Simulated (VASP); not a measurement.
A run of VASP 6.6.1:

File POSCAR:

```
MnCO3
1.0
    2.3930044800      1.3816053700      5.2282109200
   -2.3930044800      1.3816053700      5.2282109200
    0.0000000000     -2.7632007200      5.2282109200
Mn C O
2 2 6
Direct
    0.0000000000      0.0000000000      0.0000000000
    0.5000000000      0.5000000000      0.5000000000
    0.2500000000      0.2500000000      0.2500000000
    0.7500000000      0.7500000000      0.7500000000
    0.5195000000      0.9805000000      0.2500000000
    0.2500000000      0.5195000000      0.9805000000
    0.9805000000      0.2500000000      0.5195000000
    0.4805000000      0.0195000000      0.7500000000
    0.7500000000      0.4805000000      0.0195000000
    0.0195000000      0.7500000000      0.4805000000
```

Contents of INCAR.step1:

```
  PREC = Accurate
  ENCUT = 520
  ISMEAR = -1
  SIGMA = 0.1
  LREAL = F
  LASPH = T
  NELM = 100
  NBANDS = 46
  GGA = PE
  ALGO = Normal
  EDIFF = 1E-4
  LWAVE = T
  LCHARG = F
```

INCAR.step2

```
  PREC = Accurate
  ENCUT = 520
  EDIFF = 1E-6
  ISMEAR = -1
  SIGMA = 0.1
  LREAL = F
  LASPH = T
  NELM = 100
  ALGO = Normal
  ISIF = 2
  LWAVE = F
  LCHARG = T
  METAGGA = R2SCAN
  LMIXTAU = T
  LELF = T
  LVHAR = T
  NBANDS = 46
  ISTART = 1
```

Contents of KPOINTS:

```
Automatic mesh
0
Gamma
  7 7 7
```

Potentials or basis: VASP PAW PBE potentials, release 64 (Mn_pv, C, O).

Run with:

```sh
$ cat potpaw_PBE.64/Mn_pv/POTCAR potpaw_PBE.64/C/POTCAR potpaw_PBE.64/O/POTCAR > POTCAR
$ cp INCAR.step1 INCAR
$ mpirun -np 1 vasp_std > vasp.out
$ cp INCAR.step2 INCAR
$ mpirun -np 1 vasp_std > vasp.out
```

Hardware: 1 thread of Intel(R) Xeon(R) Platinum 8488C (Sapphire Rapids), on a shared host.

**Question.** How long does it take, and how much memory?

**Answer.** Run time: 18 min on 1 thread of Intel(R) Xeon(R) Platinum 8488C (Sapphire Rapids), with other jobs on the host, peak memory 0.45 GiB. Counts: k points 44.
